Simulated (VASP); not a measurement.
Runs of VASP 6.6.1 on Si. The structure is that of space group I4_1/amd (No. 141), or close to it. The cells are those of the table. 

| task | level | cell | k mesh | cutoff (eV) | grid for exact exchange (PRECFOCK) | share of exact exchange | gap on the mesh (eV) | pressure (GPa) | relaxed volume (Å³/atom) |
| --- | --- | --- | --- | --- | --- | --- | --- | --- | --- |
| single point | r2SCAN | a = 3.607 Å, angles 97.8, 97.8, 136.8°, 2 atoms | 11 × 11 × 11 | 520 | - | - | none | 2.3 | - |
| relaxation of cell and atoms | PBE+D4 | relaxed from a = 3.607 Å, angles 97.8, 97.8, 136.8°, 2 atoms | 11 × 11 × 11 | 600 | - | - | none | 0.0 | (a) |
| relaxation of cell and atoms | BLYP+D3(BJ) | relaxed from a = 3.607 Å, angles 97.8, 97.8, 136.8°, 2 atoms | 11 × 11 × 11 | 600 | - | - | none | 0.1 | 15.01 |
| single point | PBE0 | a = 3.559 Å, angles 97.8, 97.8, 136.8°, 2 atoms | 8 × 8 × 8 | 520 | Normal | 0.25 | none | 6.3 | - |
| relaxation of cell and atoms | PBEsol | relaxed from a = 3.607 Å, angles 97.8, 97.8, 136.8°, 2 atoms | 11 × 11 × 11 | 600 | - | - | none | 0.0 | 15.01 |

Alike in all rows: potentials or basis VASP PAW PBE potentials, release 64 (Si); no spin polarisation; smearing fermi-dirac 0.05 eV.

**Question.** Fill in the values left out.

**Answer.** (a) 14.76.

Caveats: the PAW data sets were made with another functional, which shifts forces and pressure a little (at least some runs); the cell stands under pressure (at least some runs).

A gap of «none» marks levels without a gap at the run's occupations.
